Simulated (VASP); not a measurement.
# CO: relaxation of the atoms with PBE

Molecule: CO, in a box.

```
CELL_PARAMETERS angstrom
10.00000 0.00000 0.00000
0.00000 10.00000 0.00000
0.00000 0.00000 11.00000
ATOMIC_POSITIONS crystal
C 0.50000 0.50000 0.45455
O 0.50000 0.50000 0.55727
```

```json
{"Program": "VASP 6.6.1", "Task": "relaxation of the atoms", "Functional": "PBE", "Potentials or basis": "VASP PAW PBE potentials, release 64 (C, O)", "Cutoff": "520 eV", "k mesh": "1 × 1 × 1", "Occupations": "gaussian, width 0.01 eV", "Spin": "no spin polarisation", "Dipole correction": "no", "Further INCAR settings": "ALGO = Normal; EDIFF = 1e-07; IBRION = 2; EDIFFG = -0.001; NSW = 80"}
```

The energy gained by relaxing is 5.1 meV/atom. The ionic steps are 13. The gap between the frontier levels is 6.91 eV.

The path:
```csv
step,energy change (eV),largest force (eV/Å),pressure (GPa)
1,0.0000,1.5796,0.08
2,0.7904,9.7416,-0.61
3,-0.0103,0.0732,-0.01
4,-0.0103,0.0034,-0.01
5,-0.0103,0.0269,0.00
6,-0.0103,0.0230,0.00
7,-0.0103,0.0112,-0.01
8,-0.0103,0.0101,-0.01
9,-0.0103,0.0092,-0.01
10,-0.0103,0.0077,-0.01
11,-0.0103,0.0045,-0.01
12,-0.0103,0.0019,-0.01
13,-0.0103,0.0005,-0.01
```

Final structure:
```cif
data_structure
_symmetry_space_group_name_H-M 'P 1'
_symmetry_Int_Tables_number 1
_cell_length_a 10.0000
_cell_length_b 10.0000
_cell_length_c 11.0000
_cell_angle_alpha 90.000
_cell_angle_beta 90.000
_cell_angle_gamma 90.000
_cell_volume 1100.00
loop_
_atom_site_label
_atom_site_type_symbol
_atom_site_fract_x
_atom_site_fract_y
_atom_site_fract_z
_atom_site_occupancy
C1 C 0.50000 0.50000 0.45394 1
O1 O 0.50000 0.50000 0.55787 1
```

Levels at points of the mesh, in eV from the valence-band top:
```
           k point  band 3  band 4  band 5  band 6  band 7  band 8
(0.00, 0.00, 0.00)   -2.67   -2.67    0.00    6.91    6.91    8.74
```

Wall time 3.5 min on 1 thread of Intel(R) Xeon(R) 6975P-C (Granite Rapids), with other jobs on the host, peak memory 1 GiB.
